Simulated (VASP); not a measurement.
# Al3H in VASP: a series of runs, part 3 of 4

VASP 6.6.1.

## 4. Single point, PBE

This run uses another cell than the first one, of 14.84 Å³/atom.

Contents of INCAR:

```
SYSTEM = Al3H
PREC = Accurate
ENCUT = 520
EDIFF = 1E-6
ISMEAR = 0
SIGMA = 0.1
LREAL = .False.
LASPH = .True.
NELM = 100
ALGO = Normal
ISIF = 2
LWAVE = .False.
LCHARG = .True.
GGA = PE
LELF = .True.
LVHAR = .True.
NBANDS = 13
```

Contents of KPOINTS:

```
Automatic mesh
0
Gamma
  12 12 12
  0 0 0
```

Contents of POSCAR:

```
Al3H
1.0
    3.9007730617      0.0000000000      0.0000000000
    0.0000000000      3.9007730617      0.0000000000
    0.0000000000      0.0000000000      3.9007730617
Al H
3 1
Direct
    0.0000000000      0.5000000000      0.5000000000
    0.5000000000      0.0000000000      0.5000000000
    0.5000000000      0.5000000000      0.0000000000
    0.0000000000      0.0000000000      0.0000000000
```

Potentials or basis: VASP PAW PBE potentials, release 64 (Al, H).

Launch:

```console
$ cat potpaw_PBE.64/Al/POTCAR potpaw_PBE.64/H/POTCAR > POTCAR
$ mpirun -np 1 vasp_std > vasp.out
```

OUTCAR:

```text
SYSTEM = Al3H
   PREC = Accurate
   ENCUT = 520
   EDIFF = 1E-6
   ISMEAR = 0
   LREAL = .False.
   LASPH = .True.
   NELM = 100
   ISIF = 2
   GGA = PE

 ion  position               nearest neighbor table
   1  0.000  0.500  0.500-   2 2.76   3 2.76   3 2.76   2 2.76   2 2.76   3 2.76   3 2.76   2 2.76

   2  0.500  0.000  0.500-   1 2.76   3 2.76   3 2.76   1 2.76   3 2.76   3 2.76   1 2.76   1 2.76

   3  0.500  0.500  0.000-   1 2.76   2 2.76   1 2.76   2 2.76   2 2.76   2 2.76   1 2.76   1 2.76

   4  0.000  0.000  0.000-

  LATTYP: Found a simple cubic cell.
 ALAT       =     3.9007730617

  Lattice vectors:

 A1 = (   3.9007730617,   0.0000000000,   0.0000000000)
 A2 = (   0.0000000000,   3.9007730617,   0.0000000000)
 A3 = (   0.0000000000,   0.0000000000,   3.9007730617)

Analysis of symmetry for initial positions (statically):
=====================================================================
 Subroutine PRICEL returns:
 Original cell was already a primitive cell.

 Routine SETGRP: Setting up the symmetry group for a
 simple cubic supercell.

 Subroutine GETGRP returns: Found 48 space group operations
 (whereof 48 operations were pure point group operations)
 out of a pool of 48 trial point group operations.

The static configuration has the point symmetry O_h .

Analysis of symmetry for dynamics (positions and initial velocities):
=====================================================================
 Subroutine PRICEL returns:
 Original cell was already a primitive cell.

 Routine SETGRP: Setting up the symmetry group for a
 simple cubic supercell.

 Subroutine GETGRP returns: Found 48 space group operations
 (whereof 48 operations were pure point group operations)
 out of a pool of 48 trial point group operations.

The dynamic configuration has the point symmetry O_h .

 Subroutine INISYM returns: Found 48 space group operations
 (whereof 48 operations are pure point group operations),
 and found     1 'primitive' translations

----------------------------------------------------------------------------------------

                                     Primitive cell

  volume of cell :      59.3543

  direct lattice vectors                    reciprocal lattice vectors
     3.900773062  0.000000000  0.000000000     0.256359441  0.000000000  0.000000000
     0.000000000  3.900773062  0.000000000     0.000000000  0.256359441  0.000000000
     0.000000000  0.000000000  3.900773062     0.000000000  0.000000000  0.256359441

  length of vectors
     3.900773062  3.900773062  3.900773062     0.256359441  0.256359441  0.256359441

  position of ions in fractional coordinates (direct lattice)
     0.000000000  0.500000000  0.500000000
     0.500000000  0.000000000  0.500000000
     0.500000000  0.500000000  0.000000000
     0.000000000  0.000000000  0.000000000

  ion indices of the primitive-cell ions
   primitive index   ion index
                 1           1
                 2           2
                 3           3
                 4           4

----------------------------------------------------------------------------------------

[... 52 lines left out ...]
   number of dos      NEDOS =    301   number of ions     NIONS =      4
   total plane-waves  NPLWV =  27000
   dimension x,y,z NGX =    30 NGY =   30 NGZ =   30
   dimension x,y,z NGXF=    60 NGYF=   60 NGZF=   60
   ions per type =               3   1
   NGX,Y,Z   is equivalent  to a cutoff of  12.79, 12.79, 12.79 a.u.
   NGXF,Y,Z  is equivalent  to a cutoff of  25.57, 25.57, 25.57 a.u.
 SYSTEM =  Al3H
   PREC   = accura    normal or accurate (medium, high low for compatibility)
   ISTART =      0    job   : 0-new  1-cont  2-samecut
   ICHARG =      2    charge: 1-file 2-atom 10-const
   ISPIN  =      1    spin polarized calculation?
   LNONCOLLINEAR =      F non collinear calculations
   LSORBIT =      F    spin-orbit coupling
   LASPH  =      T    aspherical Exc in radial PAW
   ENCUT  =  520.0 eV  38.22 Ry    6.18 a.u.   7.25  7.25  7.25*2*pi/ulx,y,z
   NELM   =    100;   NELMIN=  2; NELMDL= -5     # of ELM steps
   EDIFF  = 0.1E-05   stopping-criterion for ELM
   LREAL  =      F    real-space projection
   EDIFFG = 0.1E-04   stopping-criterion for IOM
   NSW    =      0    number of steps for IOM
   IBRION =     -1    ionic relax: 0-MD 1-quasi-New 2-CG
   NFREE  =      0    steps in history (QN), initial steepest desc. (CG)
   ISIF   =      2    stress and relaxation
   ISYM   =      2    0-nonsym 1-usesym 2-fastsym
   POTIM  = 0.5000    time-step for ionic-motion
   TEBEG  =    0.0;   TEEND  =   0.0 temperature during run
   PSTRESS=    0.0 pullay stress
   NELECT =      10.0000    total number of electrons
   NUPDOWN=      -1.0000    fix difference up-down
   EMIN   =  10.00;   EMAX   =-10.00  energy-range for DOS
   EFERMI =   0.00;   METHOD = LEGACY
   ISMEAR =     0;   SIGMA  =   0.10  broadening in eV -4-tet -1-fermi 0-gaus
   EFERMI_NEDOS =   21; number of points for ismear=-14 and -15
   IALGO  =     38    algorithm
   IMIX   =      4    mixing-type and parameters
     AMIX     =   0.40;   BMIX     =  1.00
     AMIX_MAG =   1.60;   BMIX_MAG =  1.00
  volume/ion in A,a.u.               =      14.84       100.14
  Fermi-wavevector in a.u.,A,eV,Ry     =   0.904185  1.708663 11.123459  0.817551
  Thomas-Fermi vector in A             =   2.027602
   LORBIT       =      0    0 simple, 1 ext, 2 COOP (PROOUT), +10 PAW based schemes
   GGA     = PE    functional components
   LHFCALC =     F    Hartree Fock is set to
   AEXX    =    0.0000 exact exchange contribution
   IVDW    =     0    specifies the selected vdW correction
   LEPSILON=     F    determine dielectric tensor
   LRPA    =     F    only Hartree local field effects (RPA)
 non-spin polarized calculation
 Gauss-broadening in eV      SIGMA  =   0.10
  energy-cutoff  :      520.00
  volume of cell :       59.35
 maximum number of plane-waves:      1628
 NGX is ok and might be reduce to    30
   NGX = 15   NGY = 15   NGZ = 15

 number of electron      10.0000000 magnetization

 Free energy of the ion-electron system (eV)
  ---------------------------------------------------
  ext. energy  EPLUGINS =         0.00000000
  ---------------------------------------------------
  free energy    TOTEN  =       -12.69424636 eV

  energy without entropy =      -12.68070707  energy(sigma->0) =      -12.68747672

 E-fermi :   6.1424     XC(G=0):  -9.7612

 val. band max:        6.1370454889   @ k =   0.3333   0.1667   0.1667
 cond. band min:       6.1446356232   @ k =   0.2500   0.2500   0.0833
 fundamental gap:      0.0075901343
 Fermi energy:         6.1423993767

 k-point     1 :       0.0000    0.0000    0.0000
  band No.  band energies     occupation
      1      -4.2343      2.00000
      2       4.3559      2.00000
      3       4.7813      2.00000
      4       4.7813      2.00000
      5       4.7813      2.00000
      6       6.1708      0.68798
      7       6.1708      0.68798
      8      12.2417      0.00000
      9      13.4538      0.00000
     10      13.4538      0.00000
     11      13.4538      0.00000
     12      13.4538      0.00000
     13      13.4538      0.00000
[... 354 lines left out ...]
  band No.  band energies     occupation
      1      -1.5894      2.00000
      2       0.1102      2.00000
      3       1.6645      2.00000
      4       3.2248      2.00000
      5       6.9646      0.00000
      6       7.7304      0.00000
      7       9.0290      0.00000
      8       9.5525      0.00000
      9      10.2146      0.00000
     10      11.3166      0.00000
     11      12.5781      0.00000
     12      13.1885      0.00000
     13      14.1103      0.00000

 [... further k-points ...]

------------------------ aborting loop because EDIFF is reached ----------------------------------------

  FORCE on cell =-STRESS in cart. coord.  units (eV):
  Direction    XX          YY          ZZ          XY          YZ          ZX
  --------------------------------------------------------------------------------------
  -------------------------------------------------------------------------------------
  Total       -0.0219929     -0.0219929     -0.0219929      0.0000000     -0.0000000      0.0000000
  in kB       -0.5936634     -0.5936634     -0.5936634      0.0000000     -0.0000000      0.0000000
  external PRESSURE =      -0.5936634 kB  Pullay stress =       0.0000000 kB

 VOLUME and BASIS-vectors are now :
 -----------------------------------------------------------------------------
  energy-cutoff  :      520.00
  volume of cell :       59.35
      direct lattice vectors                 reciprocal lattice vectors
     3.900773062  0.000000000  0.000000000     0.256359441  0.000000000  0.000000000
     0.000000000  3.900773062  0.000000000     0.000000000  0.256359441  0.000000000
     0.000000000  0.000000000  3.900773062     0.000000000  0.000000000  0.256359441

 POSITION                                       TOTAL-FORCE (eV/Angst)
 -----------------------------------------------------------------------------------
      0.00000      1.95039      1.95039         0.000000      0.000000      0.000000
      1.95039      0.00000      1.95039         0.000000      0.000000      0.000000
      1.95039      1.95039      0.00000         0.000000      0.000000      0.000000
      0.00000      0.00000      0.00000         0.000000      0.000000      0.000000
 -----------------------------------------------------------------------------------
    total drift:                                0.000000      0.000000     -0.000000

  FREE ENERGIE OF THE ION-ELECTRON SYSTEM (eV)
  ---------------------------------------------------
  free  energy   TOTEN  =       -12.6942463615 eV

  energy  without entropy=      -12.6807070736  energy(sigma->0) =      -12.68747672
```

OSZICAR:

```text
N       E                     dE             d eps       ncg     rms          rms(c)
DAV:   1     0.205298019513E+01    0.20530E+01   -0.32799E+03  2184   0.585E+02
DAV:   2    -0.124002128199E+02   -0.14453E+02   -0.13820E+02  2756   0.746E+01
DAV:   3    -0.128299896779E+02   -0.42978E+00   -0.42562E+00  2904   0.106E+01
DAV:   4    -0.128334010926E+02   -0.34114E-02   -0.34111E-02  2544   0.118E+00
DAV:   5    -0.128334528907E+02   -0.51798E-04   -0.51798E-04  2903   0.152E-01    0.240E+00
DAV:   6    -0.127294429976E+02    0.10401E+00   -0.10428E-01  2584   0.113E+00    0.128E+00
DAV:   7    -0.126959645836E+02    0.33478E-01   -0.62039E-02  2599   0.106E+00    0.340E-01
DAV:   8    -0.126944879939E+02    0.14766E-02   -0.38634E-03  2664   0.319E-01    0.101E-01
DAV:   9    -0.126942440103E+02    0.24398E-03   -0.50989E-04  2414   0.102E-01    0.289E-02
DAV:  10    -0.126942454491E+02   -0.14388E-05   -0.14161E-05  2815   0.216E-02    0.158E-02
DAV:  11    -0.126942463615E+02   -0.91239E-06   -0.69646E-07  1482   0.476E-03
   1 F= -.12694246E+02 E0= -.12687477E+02  d E =-.135393E-01
```

stdout:

```text
POSCAR found type information on POSCAR AlH
 POSCAR found :  2 types and       4 ions
 scaLAPACK will be used
 LDA part: xc-table for (Slater+PW92), standard interpolation
 POSCAR, INCAR and KPOINTS ok, starting setup
 FFT: planning ... GRIDC
 FFT: planning ... GRID_SOFT
 FFT: planning ... GRID
 WAVECAR not read
 entering main loop
```

Run time: 20 s. Hardware: 1 thread of Intel Xeon Platinum 8559C (Emerald Rapids), shared host; peak memory 0.19 GiB.

What came out:

* Free energy: -12.6942 eV
* Pressure: -0.1 GPa
* Band gap on the k mesh: zero (bands 5 and 6 overlap by 4.33 eV)

Levels at points of the mesh, in eV from the Fermi level:
| k point | band 2 | band 3 | band 4 | band 5 | band 6 | band 7 | band 8 | band 9 |
| --- | --- | --- | --- | --- | --- | --- | --- | --- |
| (0.00, 0.00, 0.00) | -1.79 | -1.36 | -1.36 | -1.36 | 0.03 | 0.03 | 6.10 | 7.31 |
| (0.50, 0.00, 0.00) | -7.63 | 0.15 | 0.15 | 0.21 | 1.76 | 1.76 | 1.89 | 2.14 |
| (0.50, 0.50, 0.00) | -5.36 | -5.36 | -5.24 | 1.80 | 2.14 | 2.98 | 2.98 | 4.19 |
| (0.50, 0.50, 0.50) | -3.46 | -3.46 | -3.46 | -3.40 | -2.53 | -2.53 | -2.53 | 10.41 |

[end of part 3 of 4]

The gap in the log of VASP goes by the Fermi energy; the results here count the filled bands.